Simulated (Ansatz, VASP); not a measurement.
**One calculation of Hg, two programs**

File INCAR:

```
SYSTEM = Hg
PREC = Accurate ; ENCUT = 520
EDIFF = 1E-6 ; ISMEAR = -1
SIGMA = 0.05 ; LREAL = .False.
LASPH = .True. ; NELM = 100
ALGO = Normal ; ISIF = 2
LWAVE = .False. ; LCHARG = .False.
GGA = PE ; NBANDS = 12
```

Contents of KPOINTS:

```
regular mesh
0
Gamma
  12 12 12
  0 0 0
```

The input POSCAR:

```
Hg
1.0
    3.1242367608      0.0000000000      0.0000000000
    0.0000000000      3.1242367608      0.0000000000
    0.0000000000      0.0000000000      3.1242367608
Hg
1
Direct
    0.0000000000      0.0000000000      0.0000000000
```

Input for Ansatz:

```yaml
crystal:
  lattice:
    - [3.1242367608, 0.0, 0.0]
    - [0.0, 3.1242367608, 0.0]
    - [0.0, 0.0, 3.1242367608]
  atoms:
    - { symbol: Hg, position: [0.0, 0.0, 0.0] }
kpoints:
  mp_grid: { grid: [12, 12, 12] }
scf:
  occupations: { method: fermi_dirac, width: 0.05 }
hamiltonian:
  xc: pbe
  pseudopotentials: { kind: all_electron, lapw: { basis_error: 0.00025 } }
output:
  forces: true
  stress: true
  eigenvalues: true
```

Change from the starting cell: volume scaled by 1.03.

Alike in both runs: task single point; functional PBE; k mesh 12 × 12 × 12; occupations fermi-dirac, width 0.05 eV; no spin polarisation.

```csv
,VASP,Ansatz
version,VASP 6.6.1,Ansatz 0.2.0
potentials or method,"VASP PAW PBE potentials, release 64 (Hg), cutoff 520 eV","all-electron LAPW, scalar-relativistic"
```

Ansatz gave:

```
pressure (GPa) : -0.3
```

Q: What did VASP give for the same quantities?

A: Pressure (GPa): -0.1.

Ansatz ran all-electron here, and VASP with PAW potentials.

Neither program's run includes spin-orbit coupling.
